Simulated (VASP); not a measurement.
# SiNi3 (an interface model) in VASP: single point with PBEsol

Aim: the single point of SiNi3 (an interface model) with PBEsol.

Everything below comes from runs of VASP 6.6.1. Logs are shortened: lines on timing, memory, paths and dates and some standing lists are left out, and cuts for length are marked.

**1. The cell of the first run**

The cell holds layers of an interface, 16 atoms: a = 3.461 Å, b = 3.461 Å, c = 13.952 Å, α = 90.00°, β = 90.00°, γ = 90.00°.

**2. Single point, PBEsol**

INCAR reads:

```
SYSTEM = SiNi3
PREC = Accurate ; ENCUT = 520
EDIFF = 1E-7 ; ISMEAR = 0
SIGMA = 0.1 ; LREAL = Auto
LASPH = .TRUE. ; NELM = 80
ALGO = Normal ; ISIF = 2
LWAVE = .FALSE. ; LCHARG = .TRUE.
GGA = PS ; LELF = .TRUE.
LVHAR = .TRUE. ; NBANDS = 82
```

KPOINTS reads:

```
regular mesh
0
G
  10 10 3
  0 0 0
```

POSCAR reads:

```
SiNi3
1.0
    3.4612022787      0.0000000000      0.0000000000
    0.0000000000      3.4612022787      0.0000000000
    0.0000000000      0.0000000000     13.9519823234
Si Ni
4 12
Direct
    0.0000000000      0.0000000000      0.0110577659
    0.0000000000      0.0000000000      0.2549571470
    0.5000000000      0.0000000000      0.6200428530
    0.5000000000      0.0000000000      0.8639422341
    0.0000000000      0.5000000000      0.1261309016
    0.5000000000      0.0000000000      0.1285273221
    0.5000000000      0.5000000000     -0.0018019058
    0.0000000000      0.5000000000      0.3752215646
    0.5000000000      0.0000000000      0.3734361178
    0.5000000000      0.5000000000      0.2507475889
    0.0000000000      0.0000000000      0.5015638822
    0.0000000000      0.5000000000      0.6242524111
    0.5000000000      0.5000000000      0.4997784354
    0.0000000000      0.0000000000      0.7464726779
    0.0000000000      0.5000000000      0.8768019058
    0.5000000000      0.5000000000      0.7488690984
```

Potentials or basis: VASP PAW PBE potentials, release 64 (Si, Ni).

Command:

```sh
> cat potpaw_PBE.64/Si/POTCAR potpaw_PBE.64/Ni/POTCAR > POTCAR
> mpirun -np 1 vasp_std > vasp.out
```

OUTCAR:

```text
SYSTEM = SiNi3
   PREC = Accurate
   ENCUT = 520
   EDIFF = 1E-7
   ISMEAR = 0
   LREAL = Auto
   LASPH = .TRUE.
   NELM = 80
   ISIF = 2
   GGA = PS

 ion  position               nearest neighbor table
   1  0.000  0.000  0.011-   5 2.36   5 2.36   6 2.38   6 2.38   7 2.45   7 2.45   7 2.45   7 2.45
                            15 2.55  15 2.55   4 2.68   4 2.68
   2  0.000  0.000  0.255-   9 2.39   9 2.39   8 2.41   8 2.41  10 2.45  10 2.45  10 2.45  10 2.45
                             6 2.47   6 2.47   5 2.50   5 2.50
   3  0.500  0.000  0.620-  11 2.39  11 2.39  13 2.41  13 2.41  12 2.45  12 2.45  12 2.45  12 2.45
                            14 2.47  14 2.47  16 2.50  16 2.50
   4  0.500  0.000  0.864-  16 2.36  16 2.36  14 2.38  14 2.38  15 2.45  15 2.45  15 2.45  15 2.45
                             7 2.55   7 2.55   1 2.68   1 2.68
   5  0.000  0.500  0.126-   1 2.36   1 2.36   6 2.45   6 2.45   6 2.45   6 2.45  10 2.45  10 2.45
                             7 2.49   7 2.49   2 2.50   2 2.50
   6  0.500  0.000  0.129-   1 2.38   1 2.38  10 2.43  10 2.43   5 2.45   5 2.45   5 2.45   5 2.45
                             2 2.47   2 2.47   7 2.51   7 2.51
   7  0.500  0.500  0.998-  15 2.42  15 2.42   1 2.45   1 2.45   1 2.45   1 2.45   5 2.49   5 2.49
                             6 2.51   6 2.51   4 2.55   4 2.55
   8  0.000  0.500  0.375-   2 2.41   2 2.41   9 2.45   9 2.45   9 2.45   9 2.45  10 2.45  10 2.45
                            13 2.45  13 2.45  11 2.47  11 2.47
   9  0.500  0.000  0.373-   2 2.39   2 2.39  10 2.43  10 2.43   8 2.45   8 2.45   8 2.45   8 2.45
                            13 2.47  13 2.47  11 2.49  11 2.49
  10  0.500  0.500  0.251-   6 2.43   6 2.43   9 2.43   9 2.43   2 2.45   2 2.45   2 2.45   2 2.45
                             8 2.45   8 2.45   5 2.45   5 2.45
  11  0.000  0.000  0.502-   3 2.39   3 2.39  12 2.43  12 2.43  13 2.45  13 2.45  13 2.45  13 2.45
                             8 2.47   8 2.47   9 2.49   9 2.49
  12  0.000  0.500  0.624-  14 2.43  14 2.43  11 2.43  11 2.43   3 2.45   3 2.45   3 2.45   3 2.45
                            13 2.45  13 2.45  16 2.45  16 2.45
  13  0.500  0.500  0.500-   3 2.41   3 2.41  11 2.45  11 2.45  11 2.45  11 2.45  12 2.45  12 2.45
                             8 2.45   8 2.45   9 2.47   9 2.47
  14  0.000  0.000  0.746-   4 2.38   4 2.38  12 2.43  12 2.43  16 2.45  16 2.45  16 2.45  16 2.45
                             3 2.47   3 2.47  15 2.51  15 2.51
  15  0.000  0.500  0.877-   7 2.42   7 2.42   4 2.45   4 2.45   4 2.45   4 2.45  16 2.49  16 2.49
                            14 2.51  14 2.51   1 2.55   1 2.55
  16  0.500  0.500  0.749-   4 2.36   4 2.36  14 2.45  14 2.45  14 2.45  14 2.45  12 2.45  12 2.45
                            15 2.49  15 2.49   3 2.50   3 2.50

  LATTYP: Found a simple tetragonal cell.
 ALAT       =     3.4612022787
 C/A-ratio  =     4.0309641564

  Lattice vectors:

 A1 = (   3.4612022787,   0.0000000000,   0.0000000000)
 A2 = (   0.0000000000,   3.4612022787,   0.0000000000)
 A3 = (   0.0000000000,   0.0000000000,  13.9519823234)

Analysis of symmetry for initial positions (statically):
=====================================================================
 Subroutine PRICEL returns:
 Original cell was already a primitive cell.

 Routine SETGRP: Setting up the symmetry group for a
 simple tetragonal supercell.

 Subroutine GETGRP returns: Found  8 space group operations
 (whereof  4 operations were pure point group operations)
 out of a pool of 16 trial point group operations.

The static configuration has the point symmetry C_2v.
 The point group associated with its full space group is D_2h.

Analysis of symmetry for dynamics (positions and initial velocities):
=====================================================================
 Subroutine PRICEL returns:
 Original cell was already a primitive cell.

 Routine SETGRP: Setting up the symmetry group for a
 simple tetragonal supercell.

 Subroutine GETGRP returns: Found  8 space group operations
 (whereof  4 operations were pure point group operations)
 out of a pool of 16 trial point group operations.

The dynamic configuration has the point symmetry C_2v.
 The point group associated with its full space group is D_2h.

 Subroutine INISYM returns: Found  8 space group operations
 (whereof  4 operations are pure point group operations),
 and found     1 'primitive' translations

----------------------------------------------------------------------------------------

                                     Primitive cell

  volume of cell :     167.1436

  direct lattice vectors                    reciprocal lattice vectors
[... 56 lines left out ...]
     0.000000000  0.028891695  0.000000000     0.000000000  0.100000000  0.000000000
     0.000000000  0.000000000  0.023891468     0.000000000  0.000000000  0.333333333

  Length of vectors
     0.028891695  0.028891695  0.023891468

  Shift w.r.t. Gamma in fractional coordinates (k-lattice)
     0.000000000  0.000000000  0.000000000

 Subroutine IBZKPT returns following result:
 ===========================================

 Found     72 irreducible k-points:

 Following reciprocal coordinates:
            Coordinates               Weight
  0.000000  0.000000  0.000000      1.000000
  0.100000  0.000000  0.000000      2.000000
  0.000000  0.100000  0.000000      2.000000
  0.200000  0.000000  0.000000      2.000000
  0.000000  0.200000  0.000000      2.000000
  0.300000  0.000000  0.000000      2.000000
[... 16 lines left out ...]
 -0.200000  0.300000  0.000000      4.000000
  0.400000  0.200000  0.000000      4.000000
 [... further k-points ...]
   k-points           NKPTS =     72   k-points in BZ     NKDIM =     72   number of bands    NBANDS=     82
   number of dos      NEDOS =    301   number of ions     NIONS =     16
   total plane-waves  NPLWV =  84672
   dimension x,y,z NGX =    28 NGY =   28 NGZ =  108
   dimension x,y,z NGXF=    56 NGYF=   56 NGZF=  216
   ions per type =               4  12
   NGX,Y,Z   is equivalent  to a cutoff of  13.45, 13.45, 12.87 a.u.
   NGXF,Y,Z  is equivalent  to a cutoff of  26.90, 26.90, 25.74 a.u.
 SYSTEM =  SiNi3
   PREC   = accura    normal or accurate (medium, high low for compatibility)
   ISTART =      0    job   : 0-new  1-cont  2-samecut
   ICHARG =      2    charge: 1-file 2-atom 10-const
   ISPIN  =      1    spin polarized calculation?
   LNONCOLLINEAR =      F non collinear calculations
   LSORBIT =      F    spin-orbit coupling
   LASPH  =      T    aspherical Exc in radial PAW
   ENCUT  =  520.0 eV  38.22 Ry    6.18 a.u.   6.44  6.44 25.94*2*pi/ulx,y,z
   NELM   =     80;   NELMIN=  2; NELMDL= -5     # of ELM steps
   EDIFF  = 0.1E-06   stopping-criterion for ELM
   LREAL  =      T    real-space projection
   EDIFFG = 0.1E-05   stopping-criterion for IOM
   NSW    =      0    number of steps for IOM
   IBRION =     -1    ionic relax: 0-MD 1-quasi-New 2-CG
   NFREE  =      0    steps in history (QN), initial steepest desc. (CG)
   ISIF   =      2    stress and relaxation
   ISYM   =      2    0-nonsym 1-usesym 2-fastsym
   POTIM  = 0.5000    time-step for ionic-motion
   TEBEG  =    0.0;   TEEND  =   0.0 temperature during run
   PSTRESS=    0.0 pullay stress
   NELECT =     136.0000    total number of electrons
   NUPDOWN=      -1.0000    fix difference up-down
   EMIN   =  10.00;   EMAX   =-10.00  energy-range for DOS
   EFERMI =   0.00;   METHOD = LEGACY
   ISMEAR =     0;   SIGMA  =   0.10  broadening in eV -4-tet -1-fermi 0-gaus
   EFERMI_NEDOS =   21; number of points for ismear=-14 and -15
   IALGO  =     38    algorithm
   IMIX   =      4    mixing-type and parameters
     AMIX     =   0.40;   BMIX     =  1.00
     AMIX_MAG =   1.60;   BMIX_MAG =  1.00
  volume/ion in A,a.u.               =      10.45        70.50
  Fermi-wavevector in a.u.,A,eV,Ry     =   1.528356  2.888174 31.781466  2.335872
  Thomas-Fermi vector in A             =   2.636126
   LORBIT       =      0    0 simple, 1 ext, 2 COOP (PROOUT), +10 PAW based schemes
   GGA     = PS    functional components
   LHFCALC =     F    Hartree Fock is set to
   AEXX    =    0.0000 exact exchange contribution
   IVDW    =     0    specifies the selected vdW correction
   LEPSILON=     F    determine dielectric tensor
   LRPA    =     F    only Hartree local field effects (RPA)
 non-spin polarized calculation
 Gauss-broadening in eV      SIGMA  =   0.10
  energy-cutoff  :      520.00
  volume of cell :      167.14
 maximum number of plane-waves:      4519
 NGX is ok and might be reduce to    28
   NGX = 13   NGY = 13   NGZ = 51

 number of electron     135.9999910 magnetization

 Free energy of the ion-electron system (eV)
  ---------------------------------------------------
  ext. energy  EPLUGINS =         0.00000000
  ---------------------------------------------------
  free energy    TOTEN  =      -103.97188832 eV

  energy without entropy =     -103.92638092  energy(sigma->0) =     -103.94913462

 E-fermi :  11.0726     XC(G=0): -13.4073

 val. band max:       11.0615425079   @ k =   0.1000   0.0000   0.3333
 cond. band min:      11.0739464731   @ k =  -0.4000   0.5000   0.0000
 fundamental gap:      0.0124039652
 Fermi energy:        11.0726005874

 k-point     1 :       0.0000    0.0000    0.0000
  band No.  band energies     occupation
      1      -1.6920      2.00000
      2      -0.5456      2.00000
      3      -0.4045      2.00000
      4       1.3931      2.00000
      5       3.0070      2.00000
      6       5.0330      2.00000
[... 1981 lines left out ...]
     79      14.6455      0.00000
     80      14.7757      0.00000

 [... further k-points ...]

 [bands above 80 left out]

------------------------ aborting loop because EDIFF is reached ----------------------------------------

  FORCE on cell =-STRESS in cart. coord.  units (eV):
  Direction    XX          YY          ZZ          XY          YZ          ZX
  --------------------------------------------------------------------------------------
  -------------------------------------------------------------------------------------
  Total        0.6299882     -0.6481975      0.1363256      0.0000000      0.0000000      0.0000000
  in kB        6.0388345     -6.2133817      1.3067673      0.0000000      0.0000000      0.0000000
  external PRESSURE =       0.3774067 kB  Pullay stress =       0.0000000 kB

 VOLUME and BASIS-vectors are now :
 -----------------------------------------------------------------------------
  energy-cutoff  :      520.00
  volume of cell :      167.14
      direct lattice vectors                 reciprocal lattice vectors
     3.461202279  0.000000000  0.000000000     0.288916948  0.000000000  0.000000000
     0.000000000  3.461202279  0.000000000     0.000000000  0.288916948  0.000000000
     0.000000000  0.000000000 13.951982323     0.000000000  0.000000000  0.071674403

 POSITION                                       TOTAL-FORCE (eV/Angst)
 -----------------------------------------------------------------------------------
      0.00000      0.00000      0.15428         0.000000      0.000000     -0.015095
      0.00000      0.00000      3.55716         0.000000      0.000000     -0.004890
      1.73060      0.00000      8.65083         0.000000      0.000000      0.004890
      1.73060      0.00000     12.05371         0.000000      0.000000      0.015095
      0.00000      1.73060      1.75978         0.000000      0.000000      0.013900
      1.73060      0.00000      1.79321         0.000000      0.000000      0.020511
[... 8 lines left out ...]
      0.00000      1.73060     12.23312         0.000000      0.000000      0.014255
      1.73060      1.73060     10.44821         0.000000      0.000000     -0.013900
 -----------------------------------------------------------------------------------
    total drift:                                0.000000      0.000000      0.000000

  FREE ENERGIE OF THE ION-ELECTRON SYSTEM (eV)
  ---------------------------------------------------
  free  energy   TOTEN  =      -103.9718883167 eV

  energy  without entropy=     -103.9263809249  energy(sigma->0) =     -103.94913462
```

Wall time 30 min (1 thread of Intel Xeon 6975P-C (Granite Rapids), shared host); peak memory 0.7 GiB.

Results:

| Item | Value |
| --- | --- |
| Free energy | -103.9719 eV |
| Pressure | 0.0 GPa |
| Largest force | 0.022 eV/Å |
| Band gap on the k mesh | zero (bands 68 and 69 overlap by 0.31 eV) |

Forces on the atoms (eV/Å):
```
Si   0.000  0.000 -0.015
Si   0.000  0.000 -0.005
Si   0.000  0.000  0.005
Si   0.000  0.000  0.015
Ni   0.000  0.000  0.014
Ni   0.000  0.000  0.021
Ni   0.000  0.000 -0.014
Ni   0.000  0.000  0.016
Ni   0.000  0.000  0.022
Ni   0.000  0.000 -0.002
Ni   0.000  0.000 -0.022
Ni   0.000  0.000  0.002
Ni   0.000  0.000 -0.016
Ni   0.000  0.000 -0.021
Ni   0.000  0.000  0.014
Ni   0.000  0.000 -0.014
```

Stress tensor (GPa, compression positive):
```
 0.60  0.00  0.00
 0.00 -0.62  0.00
 0.00  0.00  0.13
```

Caveat: the PAW data sets were made with another functional, which shifts forces and pressure a little. Spin polarisation is off, so any magnetic state and its effect on volume and gap are missing.
